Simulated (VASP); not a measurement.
Au:

```
CELL_PARAMETERS angstrom
-1.65727 1.65727 1.65727
1.65727 -1.65727 1.65727
1.65727 1.65727 -1.65727
ATOMIC_POSITIONS crystal
Au 0.00000 0.00000 0.00000
```

- Program: VASP 6.6.1
- Task: relaxation of cell and atoms
- Functional: LDA
- Potentials or basis: VASP PAW LDA potentials, release 64 (Au)
- Cutoff: 600 eV
- k mesh: 12 × 12 × 12
- Occupations: methfessel-paxton, width 0.05 eV
- Spin: no spin polarisation

At the start: pressure -13.6 GPa; volume 18.21 Å³/atom.

Problem. How do energy, volume and symmetry change on relaxing?

Solution. Over 5 steps the energy falls by 74.3 meV/atom and the volume is 16.61 Å³/atom (-8.8 %); space group Im-3m (No. 229, to 0.05 Å).

The path:
```
step  energy change (eV)  largest force (eV/Å)  pressure (GPa)  volume (Å³)
   1              0.0000                0.0000          -13.62        18.21
   2              0.1674                0.0000           40.92        14.42
   3             -0.0742                0.0000           -0.69        16.69
   4             -0.0743                0.0000           -0.20        16.64
   5             -0.0743                0.0000            0.16        16.61
```

Final structure:
```yaml
crystal:
  lattice:
    - [-1.60744, 1.60744, 1.60744]
    - [1.60744, -1.60744, 1.60744]
    - [1.60744, 1.60744, -1.60744]
  atoms:
    - { symbol: Au, position: [0.00000, 0.00000, 0.00000] }
```
